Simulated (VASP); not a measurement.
Set up this calculation in VASP 6.6.1, as the native input.

```
Task                   : relaxation of cell and atoms
Functional             : LDA
Potentials or basis    : VASP PAW LDA potentials, release 64 (Ti_sv, B)
Cutoff                 : 600 eV
k mesh                 : 15 × 15 × 14
Occupations            : gaussian, width 0.1 eV
Spin                   : no spin polarisation
Dipole correction      : no
Further INCAR settings : ALGO = Normal; EDIFF = 1e-06; IBRION = 2; EDIFFG = -0.005; NSW = 70; ISIF = 3
```

The structure of TiB2 lies in POSCAR:

```
TiB2
1.0
    3.0321013830      0.0000000000      0.0000000000
   -1.5160506915      2.6258768246      0.0000000000
    0.0000000000      0.0000000000      3.2234109036
Ti B
1 2
Direct
    0.0000000000      0.0000000000      0.0000000000
    0.3333333333      0.6666666667      0.5000000000
    0.6666666667      0.3333333333      0.5000000000
```

These files were run (other wordings do the same):

INCAR

```
SYSTEM = TiB2
PREC = Accurate ; ENCUT = 600
EDIFF = 1E-6 ; ISMEAR = 0
SIGMA = 0.1 ; LREAL = .False.
LASPH = .True. ; NELM = 60
ALGO = Normal ; ISIF = 3
LWAVE = .False. ; LCHARG = .False.
IBRION = 2 ; NSW = 70
EDIFFG = -0.005
```

KPOINTS

```
Automatic mesh
0
Gamma
  15 15 14
  0 0 0
```

Potentials or basis: VASP PAW LDA potentials, release 64 (Ti_sv, B).

Command:

```console
$ cat potpaw_LDA.64/Ti_sv/POTCAR potpaw_LDA.64/B/POTCAR > POTCAR
$ mpirun -np 1 vasp_std > vasp.out
```

It gave:

The relaxed volume is 8.19 Å³/atom, the relaxed cell is a = 2.996 Å, b = 2.996 Å, c = 3.162 Å, α = 90.00°, β = 90.00°, γ = 120.00° and the space group after relaxing (to 0.1 Å) is P6/mmm (No. 191). The energy gained by relaxing is 13.0 meV/atom, the ionic steps are 8 and the pressure after relaxing is -0.1 GPa. The band gap on the k mesh is zero (bands 9 and 10 overlap by 0.64 eV).

Wall time 5 min on 1 thread of Intel Xeon 8259CL (shared host), peak memory 0.22 GiB.
